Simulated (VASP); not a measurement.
Here is a VASP 6.6.1 calculation.

File INCAR:

```
SYSTEM = Ca
PREC = Accurate
ENCUT = 520
EDIFF = 1E-6
ISMEAR = 0
SIGMA = 0.1
LREAL = .False.
LASPH = .True.
NELM = 60
ALGO = Fast
ISIF = 2
LWAVE = .False.
LCHARG = .False.
GGA = PS
NBANDS = 11
ISYM = 0
```

KPOINTS

```
Automatic mesh
0
Gamma
  9 7 18
  0 0 0
```

Contents of POSCAR:

```
Ca
1.0
    3.8570176973      0.0000000000      0.0000000000
    0.0000000000      5.4546467378      0.0000000000
    1.9285088486      2.7273233689      1.9285088486
Ca
1
Direct
    0.0000000000      0.0000000000      0.0000000000
```

Potentials or basis: VASP PAW PBE potentials, release 64 (Ca_sv).

Command:

```sh
$ cat potpaw_PBE.64/Ca_sv/POTCAR > POTCAR
$ mpirun -np 1 vasp_std > vasp.out
```

What does it give for the band gap on the k mesh?

Zero (bands 5 and 6 overlap by 0.27 eV).

What does it give for the pressure?

0.0 GPa.

Caveat: the PAW data sets were made with another functional, which shifts forces and pressure a little.
